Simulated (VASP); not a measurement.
Input of a VASP 6.6.1 run:

INCAR

```
SYSTEM = YTe
PREC     = Accurate       ! precision mode
ENCUT    = 520            ! plane-wave cutoff, eV
EDIFF    = 1E-6           ! SCF threshold, eV
ISMEAR   = 1              ! smearing method
SIGMA    = 0.05           ! smearing width, eV
LREAL    = .False.        ! projectors in reciprocal space
LASPH    = .True.         ! aspherical terms in the spheres
NELM     = 100            ! most SCF steps
ALGO     = Normal         ! electronic algorithm
ISIF     = 2              ! what is computed and relaxed
LWAVE    = .False.        ! write WAVECAR
LCHARG   = .True.         ! write CHGCAR
LELF     = .True.         ! ELF
LVHAR    = .True.       
NBANDS   = 16             ! bands
```

The input KPOINTS:

```
Automatic mesh
0
Gamma
  8 8 7
  0 0 0
```

The input POSCAR:

```
YTe
1.0
    4.0252114018      0.0000000000      0.0000000000
   -2.0126057009      3.4859355348      0.0000000000
    0.0000000000      0.0000000000      3.9787515918
Y Te
1 1
Direct
    0.3333333333      0.6666666667      0.0000000000
    0.6666666667      0.3333333333      0.5000000000
```

Potentials or basis: VASP PAW LDA potentials, release 64 (Y_sv, Te).

Launch:

```console
$ cat potpaw_LDA.64/Y_sv/POTCAR potpaw_LDA.64/Te/POTCAR > POTCAR
$ mpirun -np 1 vasp_std > vasp.out
```

Q: Estimate the pressure.

A: -0.7 GPa.

Stress tensor (GPa, compression positive):
```
-0.56  0.00  0.00
 0.00 -0.56  0.00
 0.00  0.00 -0.87
```
